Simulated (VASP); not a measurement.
Set up this calculation in VASP 6.6.1, as the native input.

```yaml
Task: single point
Functional: PBEsol
Potentials_or_basis: VASP PAW PBE potentials, release 64 (Sr_sv, Ti_sv, O)
Cutoff: 520 eV
k_mesh: 8 × 8 × 8
Occupations: gaussian, width 0.02 eV
Spin: no spin polarisation
Dipole_correction: no
Further_INCAR_settings: ALGO = Normal; EDIFF = 1e-06; NBANDS = 28
```

The structure of SrTiO3 lies in POSCAR:

```
SrTiO3
1.0
    3.8116875166      0.0000000000      0.0000000000
    0.0000000000      3.8116875166      0.0000000000
    0.0000000000      0.0000000000      3.8116875166
Sr Ti O
1 1 3
Direct
    0.5000000000      0.5000000000      0.5000000000
    0.0000000000      0.0000000000      0.0000000000
    0.5000000000      0.0000000000      0.0000000000
    0.0000000000      0.5000000000      0.0000000000
    0.0000000000      0.0000000000      0.5000000000
```

This cell differs from its parent crystal: volume scaled by 0.94.

These files were run (other wordings do the same):

INCAR

```
SYSTEM = SrTiO3
PREC = Accurate
ENCUT = 520
EDIFF = 1E-6
ISMEAR = 0
SIGMA = 0.02
LREAL = .False.
LASPH = .True.
NELM = 60
ALGO = Normal
ISIF = 2
LWAVE = .False.
LCHARG = .False.
GGA = PS
NBANDS = 28
```

KPOINTS

```
regular mesh
0
Gamma
  8 8 8
  0 0 0
```

Potentials or basis: VASP PAW PBE potentials, release 64 (Sr_sv, Ti_sv, O).

Run with:

```bash
$ cat potpaw_PBE.64/Sr_sv/POTCAR potpaw_PBE.64/Ti_sv/POTCAR potpaw_PBE.64/O/POTCAR > POTCAR
$ mpirun -np 1 vasp_std > vasp.out
```

Results of the run:

| Property | Result |
| --- | --- |
| Pressure | 14.0 GPa |
| Band gap on the k mesh | 1.92 eV, indirect (least direct gap 2.23 eV) |

Caveat: the PAW data sets were made with another functional, which shifts forces and pressure a little.

It took 34 s on 1 thread of Intel(R) Xeon(R) Platinum 8488C (Sapphire Rapids) (shared host), peak memory 0.19 GiB.
